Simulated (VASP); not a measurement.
Here is a VASP 6.6.1 calculation.

File INCAR:

```
SYSTEM = BIr12
PREC = Accurate ; ENCUT = 420
EDIFF = 1E-6 ; ISMEAR = 0
SIGMA = 0.05 ; LREAL = .FALSE.
LASPH = .TRUE. ; NELM = 120
ALGO = Normal ; ISIF = 2
LWAVE = .FALSE. ; LCHARG = .FALSE.
GGA = PE ; NBANDS = 116
GGA_COMPAT = .FALSE. ; NELMDL = -8
```

Contents of KPOINTS:

```
regular mesh
0
G
  4 4 1
  0 0 0
```

Contents of POSCAR:

```
BIr12
1.0
    5.4305800000      0.0000000000      0.0000000000
    2.7152900000      4.7030200000      0.0000000000
    0.0000000000      0.0000000000     15.4340500000
Ir B
12 1
Direct
    0.1666666312      0.1666667375      0.0647918077
    0.6666666312      0.1666667375      0.0647918077
    0.1666666312      0.6666667375      0.0647918077
    0.6666666312      0.6666667375      0.0647918077
   -0.1598799309      0.3287832074      0.2092743641
    0.3350227344      0.3324886988      0.2068201153
   -0.1598799583      0.8310968271      0.2092741698
    0.3410126985      0.8294938146      0.2045267444
    0.0276188902     -0.0138094246      0.3547890541
    0.5284477393     -0.0010878117      0.3545635786
    0.0176851625      0.4911575966      0.3490378093
    0.5284476787      0.4726403460      0.3545636434
    0.4348756340      0.7825624811      0.4369881528
```

Potentials or basis: VASP PAW PBE potentials, release 64 (Ir_sv_GW, B).

Command:

```console
$ cat potpaw_PBE.64/Ir_sv_GW/POTCAR potpaw_PBE.64/B/POTCAR > POTCAR
$ mpirun -np 1 vasp_std > vasp.out
```

Task: Estimate the band gap on the k mesh.

Result: Zero (an odd number of electrons rules out a gap without spin polarisation).

Task: What does it give for the largest force?

Result: 0.937 eV/Å.

Forces in eV/Å, atoms in the order of the input:
```
Ir  -0.017 -0.202 -0.039
Ir   0.126 -0.073 -0.011
Ir   0.166  0.116 -0.039
Ir  -0.070  0.041  0.140
Ir   0.051 -0.032  0.007
Ir   0.043 -0.025 -0.017
Ir   0.053 -0.028  0.007
Ir   0.046 -0.027  0.050
Ir   0.087 -0.050  0.183
Ir   0.130 -0.043 -0.062
Ir   0.087 -0.050 -0.041
Ir   0.102 -0.091 -0.062
B   -0.805  0.465 -0.117
```

Caveat: there is no dipole correction, which matters where the two faces differ; spin-orbit coupling is left out, which moves the levels of the heavy elements.
